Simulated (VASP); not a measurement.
# Hf3Be (I4/mmm) in VASP: further runs

Runs on Hf3Be. Level: PBE. Tasks: relaxation of cell and atoms.

Program: VASP 6.6.1. These are calculated values, not measurements. Logs are shortened: lines on timing, memory, paths and dates and some standing lists are left out, and cuts for length are marked.

## Step 1: The cell of the first run

Symmetry: I4/mmm, No. 139, tetragonal system. The conventional cell has a = 4.184 Å, b = 4.184 Å, c = 8.706 Å, α = 90.00°, β = 90.00°, γ = 90.00°. Within 3.9 Å of Hf (site symmetry 4/mmm) lie 4 Be at 2.96 Å and 8 Hf at 3.02 Å. Within 3.9 Å of Hf (site symmetry -4m2) lie 8 Hf at 2.96 to 3.02 Å and 4 Be at 3.02 Å. Be (site symmetry 4/mmm) has 12 Hf at 2.96 to 3.02 Å within 3.9 Å.

## Step 2: Relaxation of cell and atoms, PBE, target pressure 20 GPa, at which the enthalpy is minimised

INCAR

```
ALGO     = Fast           # electronic algorithm
EDIFF    = 1E-7           # SCF threshold, eV
EDIFFG   = -0.01          # ionic threshold
ENCUT    = 600            # plane-wave cutoff, eV
GGA      = PE             # functional
IBRION   = 2              # ionic algorithm
ISIF     = 3              # what is computed and relaxed
ISMEAR   = -1             # smearing method
LASPH    = True           # aspherical terms in the spheres
LCHARG   = False          # write CHGCAR
LREAL    = False          # projectors in reciprocal space
LWAVE    = False          # write WAVECAR
NELM     = 60             # most SCF steps
NSW      = 60             # ionic steps
PREC     = Accurate       # precision mode
PSTRESS  = 200.0        
SIGMA    = 0.05           # smearing width, eV
```

KPOINTS

```
k-points
0
Gamma
  9 9 9
```

POSCAR

```
Hf3Be
1.0
   -2.0920000000      2.0920000000      4.3530460000
    2.0920000000     -2.0920000000      4.3530460000
    2.0920000000      2.0920000000     -4.3530460000
Hf Be
3 1
Direct
    0.5000000000      0.5000000000      0.0000000000
    0.2500000000      0.7500000000      0.5000000000
    0.7500000000      0.2500000000      0.5000000000
    0.0000000000      0.0000000000      0.0000000000
```

Potentials or basis: VASP PAW PBE potentials, release 64 (Hf_pv, Be).

The run is started by

```bash
$ cat potpaw_PBE.64/Hf_pv/POTCAR potpaw_PBE.64/Be/POTCAR > POTCAR
$ mpirun -np 1 vasp_std > vasp.out
```

OUTCAR:

```text
EDIFF = 1E-7
   EDIFFG = -0.01
   ENCUT = 600
   GGA = PE
   IBRION = 2
   ISIF = 3
   ISMEAR = -1
   LASPH = True
   LREAL = False
   NELM = 60
   NSW = 60
   PREC = Accurate
   PSTRESS = 200.0

 ion  position               nearest neighbor table
   1  0.500  0.500  0.000-   4 2.96   4 2.96   4 2.96   4 2.96   2 3.02   2 3.02   3 3.02   3 3.02
                             3 3.02   2 3.02   3 3.02   2 3.02
   2  0.250  0.750  0.500-   3 2.96   3 2.96   3 2.96   3 2.96   4 3.02   4 3.02   1 3.02   1 3.02
                             4 3.02   1 3.02   4 3.02   1 3.02
   3  0.750  0.250  0.500-   2 2.96   2 2.96   2 2.96   2 2.96   1 3.02   1 3.02   4 3.02   4 3.02
                             4 3.02   1 3.02   4 3.02   1 3.02
   4  0.000  0.000  0.000-   1 2.96   1 2.96   1 2.96   1 2.96   3 3.02   3 3.02   2 3.02   2 3.02
                             3 3.02   2 3.02   3 3.02   2 3.02

  LATTYP: Found a body centered tetragonal cell.
 ALAT       =     4.1840000000
 C/A-ratio  =     2.0808059273

  Lattice vectors:

 A1 = (  -2.0920000000,   2.0920000000,   4.3530460000)
 A2 = (   2.0920000000,  -2.0920000000,   4.3530460000)
 A3 = (   2.0920000000,   2.0920000000,  -4.3530460000)

Analysis of symmetry for initial positions (statically):
=====================================================================
 Subroutine PRICEL returns:
 Original cell was already a primitive cell.

 Routine SETGRP: Setting up the symmetry group for a
 body centered tetragonal supercell.

 Subroutine GETGRP returns: Found 16 space group operations
 (whereof 16 operations were pure point group operations)
 out of a pool of 16 trial point group operations.

The static configuration has the point symmetry D_4h.

Analysis of symmetry for dynamics (positions and initial velocities):
=====================================================================
 Subroutine PRICEL returns:
 Original cell was already a primitive cell.

 Routine SETGRP: Setting up the symmetry group for a
 body centered tetragonal supercell.

 Subroutine GETGRP returns: Found 16 space group operations
 (whereof 16 operations were pure point group operations)
 out of a pool of 16 trial point group operations.

The dynamic configuration has the point symmetry D_4h.

 Subroutine INISYM returns: Found 16 space group operations
 (whereof 16 operations are pure point group operations),
 and found     1 'primitive' translations

----------------------------------------------------------------------------------------

                                     Primitive cell

  volume of cell :      76.2038

  direct lattice vectors                    reciprocal lattice vectors
    -2.092000000  2.092000000  4.353046000     0.000000000  0.239005736  0.114862099
     2.092000000 -2.092000000  4.353046000     0.239005736  0.000000000  0.114862099
     2.092000000  2.092000000 -4.353046000     0.239005736  0.239005736  0.000000000

  length of vectors
     5.263263007  5.263263007  5.263263007     0.265173610  0.265173610  0.338005154

  position of ions in fractional coordinates (direct lattice)
     0.500000000  0.500000000  0.000000000
     0.250000000  0.750000000  0.500000000
     0.750000000  0.250000000  0.500000000
     0.000000000  0.000000000  0.000000000

  ion indices of the primitive-cell ions
   primitive index   ion index
                 1           1
                 2           2
                 3           3
                 4           4

----------------------------------------------------------------------------------------

 KPOINTS: k-points

Automatic generation of k-mesh.
 Grid dimensions read from file:
 generate k-points for:    9    9    9

 Generating k-lattice:

  Cartesian coordinates                     Fractional coordinates (reciprocal lattice)
     0.000000000  0.026556193  0.012762455     0.111111111  0.000000000 -0.000000000
     0.026556193  0.000000000  0.012762455     0.000000000  0.111111111 -0.000000000
     0.026556193  0.026556193  0.000000000     0.000000000  0.000000000  0.111111111

  Length of vectors
     0.029463734  0.029463734  0.037556128

  Shift w.r.t. Gamma in fractional coordinates (k-lattice)
     0.000000000  0.000000000  0.000000000

 Subroutine IBZKPT returns following result:
 ===========================================

 Found     75 irreducible k-points:

 Following reciprocal coordinates:
            Coordinates               Weight
  0.000000  0.000000  0.000000      1.000000
  0.111111 -0.000000  0.000000      8.000000
  0.222222  0.000000  0.000000      8.000000
  0.333333  0.000000 -0.000000      8.000000
  0.444444  0.000000  0.000000      8.000000
  0.111111  0.111111  0.000000      8.000000
[... 16 lines left out ...]
 -0.333333  0.333333  0.000000      4.000000
  0.444444  0.444444  0.000000      8.000000
 [... further k-points ...]
   k-points           NKPTS =     75   k-points in BZ     NKDIM =     75   number of bands    NBANDS=     20
   number of dos      NEDOS =    301   number of ions     NIONS =      4
   total plane-waves  NPLWV =  74088
   dimension x,y,z NGX =    42 NGY =   42 NGZ =   42
   dimension x,y,z NGXF=    84 NGYF=   84 NGZF=   84
   ions per type =               3   1
   NGX,Y,Z   is equivalent  to a cutoff of  13.27, 13.27, 13.27 a.u.
   NGXF,Y,Z  is equivalent  to a cutoff of  26.53, 26.53, 26.53 a.u.
 SYSTEM =  unknown system
   PREC   = accura    normal or accurate (medium, high low for compatibility)
   ISTART =      0    job   : 0-new  1-cont  2-samecut
   ICHARG =      2    charge: 1-file 2-atom 10-const
   ISPIN  =      1    spin polarized calculation?
   LNONCOLLINEAR =      F non collinear calculations
   LSORBIT =      F    spin-orbit coupling
   LASPH  =      T    aspherical Exc in radial PAW
   ENCUT  =  600.0 eV  44.10 Ry    6.64 a.u.  10.51 10.51 10.51*2*pi/ulx,y,z
   NELM   =     60;   NELMIN=  2; NELMDL= -5     # of ELM steps
   EDIFF  = 0.1E-06   stopping-criterion for ELM
   LREAL  =      F    real-space projection
   EDIFFG = -.1E-01   stopping-criterion for IOM
   NSW    =     60    number of steps for IOM
   IBRION =      2    ionic relax: 0-MD 1-quasi-New 2-CG
   NFREE  =      1    steps in history (QN), initial steepest desc. (CG)
   ISIF   =      3    stress and relaxation
   ISYM   =      2    0-nonsym 1-usesym 2-fastsym
   POTIM  = 0.5000    time-step for ionic-motion
   TEBEG  =    0.0;   TEEND  =   0.0 temperature during run
   PSTRESS=  200.0 pullay stress
   NELECT =      32.0000    total number of electrons
   NUPDOWN=      -1.0000    fix difference up-down
   EMIN   =  10.00;   EMAX   =-10.00  energy-range for DOS
   EFERMI =   0.00;   METHOD = LEGACY
   ISMEAR =    -1;   SIGMA  =   0.05  broadening in eV -4-tet -1-fermi 0-gaus
   EFERMI_NEDOS =   21; number of points for ismear=-14 and -15
   IALGO  =     68    algorithm
   IMIX   =      4    mixing-type and parameters
     AMIX     =   0.40;   BMIX     =  1.00
     AMIX_MAG =   1.60;   BMIX_MAG =  1.00
  volume/ion in A,a.u.               =      19.05       128.56
  Fermi-wavevector in a.u.,A,eV,Ry     =   1.225931  2.316673 20.448282  1.502906
  Thomas-Fermi vector in A             =   2.360950
   LORBIT       =      0    0 simple, 1 ext, 2 COOP (PROOUT), +10 PAW based schemes
   GGA     = PE    functional components
   LHFCALC =     F    Hartree Fock is set to
   AEXX    =    0.0000 exact exchange contribution
   IVDW    =     0    specifies the selected vdW correction
   LEPSILON=     F    determine dielectric tensor
   LRPA    =     F    only Hartree local field effects (RPA)
 conjugate gradient relaxation of ions
 non-spin polarized calculation
 RMM-DIIS sequential band-by-band and
  energy-cutoff  :      600.00
  volume of cell :       76.20
 maximum number of plane-waves:      2566
 NGX is ok and might be reduce to    42
   NGX = 21   NGY = 21   NGZ = 21

--------------------------------------- Ionic step        1  -------------------------------------------

 number of electron      32.0000002 magnetization

 Free energy of the ion-electron system (eV)
  ---------------------------------------------------
  ext. energy  EPLUGINS =         0.00000000
  ---------------------------------------------------
  free energy    TOTEN  =       -33.12881396 eV

  energy without entropy =      -33.11241926  energy(sigma->0) =      -33.12061661

------------------------ aborting loop because EDIFF is reached ----------------------------------------

  FORCE on cell =-STRESS in cart. coord.  units (eV):
  Direction    XX          YY          ZZ          XY          YZ          ZX
  --------------------------------------------------------------------------------------
  -------------------------------------------------------------------------------------
  Total       -0.2273777     -0.2273777      0.0665616      0.0000000      0.0000000     -0.0000000
  in kB       -4.7805937     -4.7805937      1.3994514      0.0000000      0.0000000     -0.0000000
  external PRESSURE =    -202.7205787 kB  Pullay stress =     200.0000000 kB
[... 265 lines left out ...]
  enthalpy is  TOTEN    =       -24.3677308008 eV   P V=        8.1852678363

--------------------------------------- Ionic step        8  -------------------------------------------

 number of electron      32.0000001 magnetization

 Free energy of the ion-electron system (eV)
  ---------------------------------------------------
  ext. energy  EPLUGINS =         0.00000000
  ---------------------------------------------------
  free energy    TOTEN  =       -32.54344653 eV

  energy without entropy =      -32.53042404  energy(sigma->0) =      -32.53693529

 E-fermi :   5.6585     XC(G=0): -11.8131

 val. band max:        5.6489299431   @ k =  -0.4444   0.4444   0.1111
 cond. band min:       5.6745459981   @ k =  -0.4444  -0.4444   0.1111
 fundamental gap:      0.0256160550
 Fermi energy:         5.6585293456

 k-point     1 :       0.0000    0.0000    0.0000
  band No.  band energies     occupation
      1     -24.9257      2.00000
      2     -24.6886      2.00000
      3     -24.6886      2.00000
      4     -24.2522      2.00000
      5     -24.2522      2.00000
      6     -24.0125      2.00000
[... 12 lines left out ...]
     19       7.9328      0.00000
[... 513 lines left out ...]
      4     -24.2859      2.00000
      5     -24.0688      2.00000
      6     -23.8540      2.00000
[... 12 lines left out ...]
     19       7.3111      0.00000
     20       8.2104      0.00000

 [... further k-points ...]

------------------------ aborting loop because EDIFF is reached ----------------------------------------

  FORCE on cell =-STRESS in cart. coord.  units (eV):
  Direction    XX          YY          ZZ          XY          YZ          ZX
  --------------------------------------------------------------------------------------
  -------------------------------------------------------------------------------------
  Total        8.1780287      8.1780287      8.1679895      0.0000000     -0.0000000     -0.0000000
  in kB      200.0608890    200.0608890    199.8152980      0.0000000     -0.0000000     -0.0000000
  external PRESSURE =      -0.0209747 kB  Pullay stress =     200.0000000 kB
[... 19 lines left out ...]
  FREE ENERGIE OF THE ION-ELECTRON SYSTEM (eV)
  ---------------------------------------------------
  free  energy   TOTEN  =       -32.5434465279 eV

  energy  without entropy=      -32.5304240445  energy(sigma->0) =      -32.53693529

  enthalpy is  TOTEN    =       -24.3679068598 eV   P V=        8.1755396681

 reached required accuracy - stopping structural energy minimisation
```

Run time: 15 min. Hardware: 1 thread of Intel Xeon 6975P-C (Granite Rapids), shared host; peak memory 0.36 GiB.

Results:

* Free energy: -32.5434 eV
* Relaxed volume: 16.37 Å³/atom
* Relaxed cell: a = 4.999 Å, b = 4.999 Å, c = 4.999 Å, α = 133.06°, β = 133.06°, γ = 68.56°
* Space group after relaxing (to 0.1 Å): I4/mmm (No. 139)
* Energy change on relaxing (the run minimises the enthalpy): +146.3 meV/atom
* Ionic steps: 8
* Pressure after relaxing: 20.0 GPa
* Band gap on the k mesh: zero (bands 16 and 17 overlap by 0.72 eV)

Step by step:
```csv
step,energy change (eV),largest force (eV/Å),pressure (GPa),volume (Å³)
1,0.0000,0.0000,-0.27,76.20
2,4.0318,0.0000,73.30,52.59
3,0.5148,0.0000,18.49,66.08
4,0.5741,0.0000,19.79,65.59
5,0.5993,0.0000,20.31,65.39
6,0.5656,0.0000,19.59,65.65
7,0.5758,0.0000,19.81,65.57
8,0.5854,0.0000,20.00,65.49
```

Final structure:
```yaml
crystal:
  lattice:
    - [-1.99100, 1.99100, 4.13041]
    - [1.99100, -1.99100, 4.13041]
    - [1.99100, 1.99100, -4.13041]
  atoms:
    - { symbol: Hf, position: [0.50000, 0.50000, 0.00000] }
    - { symbol: Hf, position: [0.25000, 0.75000, 0.50000] }
    - { symbol: Hf, position: [0.75000, 0.25000, 0.50000] }
    - { symbol: Be, position: [0.00000, 0.00000, 0.00000] }
```

Caveat: the cell is relaxed towards a set pressure, so the run minimises the enthalpy, not the energy; spin-orbit coupling is left out, which moves the levels of the heavy elements.

## Step 3: Relaxation of cell and atoms, PBE, target pressure 30 GPa, at which the enthalpy is minimised

INCAR

```
PREC = Accurate
ENCUT = 600
EDIFF = 1E-6
ISMEAR = -1
SIGMA = 0.05
LREAL = False
LASPH = True
NELM = 80
ALGO = Fast
ISIF = 3
LWAVE = False
LCHARG = False
GGA = PE
IBRION = 2
NSW = 60
EDIFFG = -0.01
PSTRESS = 300.0
```

KPOINTS

```
regular mesh
0
Gamma
  9 9 9
```

POSCAR is that of step 2.

Potentials or basis: VASP PAW PBE potentials, release 64 (Hf_pv, Be).

The run is started by

```bash
$ cat potpaw_PBE.64/Hf_pv/POTCAR potpaw_PBE.64/Be/POTCAR > POTCAR
$ mpirun -np 1 vasp_std > vasp.out
```

It took 11 min on 1 thread of Intel Xeon 6975P-C (Granite Rapids), shared host; peak memory 0.36 GiB.

It converged, with:

```yaml
Free_energy: -32.0093 eV
Relaxed_volume: 15.51 Å³/atom
Relaxed_cell: a = 4.903 Å, b = 4.903 Å, c = 4.903 Å, α = 132.93°, β = 132.93°, γ = 68.77°
Space_group_after_relaxing_to_0.1_Å: I4/mmm (No. 139)
Energy_change_on_relaxing_the_run_minimises_the_enthalpy: +279.9 meV/atom
Ionic_steps: 7
Pressure_after_relaxing: 30.0 GPa
Band_gap_on_the_k_mesh: zero (bands 16 and 17 overlap by 0.79 eV)
```

The path:
| step | energy change (eV) | largest force (eV/Å) | pressure (GPa) | volume (Å³) |
| --- | --- | --- | --- | --- |
| 1 | 0.0000 | 0.0000 | -0.27 | 76.20 |
| 2 | 10.7903 | 0.0000 | 164.82 | 43.00 |
| 3 | 0.8770 | 0.0000 | 25.75 | 63.45 |
| 4 | 1.0510 | 0.0000 | 28.85 | 62.42 |
| 5 | 1.1170 | 0.0000 | 30.01 | 62.07 |
| 6 | 1.1184 | 0.0000 | 29.99 | 62.05 |
| 7 | 1.1195 | 0.0000 | 29.99 | 62.04 |

Final structure:
```yaml
crystal:
  lattice:
    - [-1.95792, 1.95792, 4.04617]
    - [1.95792, -1.95792, 4.04617]
    - [1.95792, 1.95792, -4.04617]
  atoms:
    - { symbol: Hf, position: [0.50000, 0.50000, 0.00000] }
    - { symbol: Hf, position: [0.25000, 0.75000, 0.50000] }
    - { symbol: Hf, position: [0.75000, 0.25000, 0.50000] }
    - { symbol: Be, position: [0.00000, 0.00000, 0.00000] }
```

Levels at points of the mesh, in eV from the Fermi level:
| k point | band 13 | band 14 | band 15 | band 16 | band 17 | band 18 | band 19 | band 20 |
| --- | --- | --- | --- | --- | --- | --- | --- | --- |
| (0.00, 0.00, 0.00) | -2.03 | -1.28 | -1.28 | 0.02 | 0.97 | 0.97 | 2.59 | 3.78 |

Caveat: the cell is relaxed towards a set pressure, so the run minimises the enthalpy, not the energy; the volume moved by over 15 % at a fixed basis, so the end points are rough; spin-orbit coupling is left out, which moves the levels of the heavy elements.

The gap in the log of VASP goes by the Fermi energy; the results here count the filled bands.